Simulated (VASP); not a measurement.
Write the native input for VASP 6.6.1 that does the following.

```yaml
Task: single point
Functional: PBEsol
Potentials_or_basis: VASP PAW PBE potentials, release 64 (Y_sv, N)
Cutoff: 600 eV
k_mesh: 10 × 10 × 10
Occupations: gaussian, width 0.01 eV
Spin: no spin polarisation
Dipole_correction: no
Further_INCAR_settings: ALGO = Normal; EDIFF = 1e-06; NBANDS = 15
```

The structure of YN (e600) lies in POSCAR:

```
YN
1.0
    0.0000000000      2.4282978104      2.4282978104
    2.4282978104      0.0000000000      2.4282978104
    2.4282978104      2.4282978104      0.0000000000
Y N
1 1
Direct
    0.0000000000      0.0000000000      0.0000000000
    0.5000000000      0.5000000000      0.5000000000
```

The input as run:

INCAR

```
SYSTEM = YN
PREC     = Accurate       ! precision mode
ENCUT    = 600            ! plane-wave cutoff, eV
EDIFF    = 1E-6           ! SCF threshold, eV
ISMEAR   = 0              ! smearing method
SIGMA    = 0.01           ! smearing width, eV
LREAL    = .FALSE.        ! projectors in reciprocal space
LASPH    = .TRUE.         ! aspherical terms in the spheres
NELM     = 120            ! most SCF steps
ALGO     = Normal         ! electronic algorithm
ISIF     = 2              ! what is computed and relaxed
LWAVE    = .FALSE.        ! write WAVECAR
LCHARG   = .FALSE.        ! write CHGCAR
GGA      = PS             ! functional
NBANDS   = 15             ! bands
GGA_COMPAT= .FALSE.
```

KPOINTS

```
regular mesh
0
G
  10 10 10
  0 0 0
```

Potentials or basis: VASP PAW PBE potentials, release 64 (Y_sv, N).

Command:

```console
$ cat potpaw_PBE.64/Y_sv/POTCAR potpaw_PBE.64/N/POTCAR > POTCAR
$ mpirun -np 1 vasp_std > vasp.out
```

Results of the run:

| Quantity | Value |
| --- | --- |
| Pressure | -0.2 GPa |
| Band gap on the k mesh | 0.07 eV, indirect (least direct gap 0.44 eV) |

Caveat: the PAW data sets were made with another functional, which shifts forces and pressure a little.

Wall time 15 s on 1 thread of AMD EPYC 9R45 96-Core Processor (Zen 5), on a shared host, peak memory 0.16 GiB.
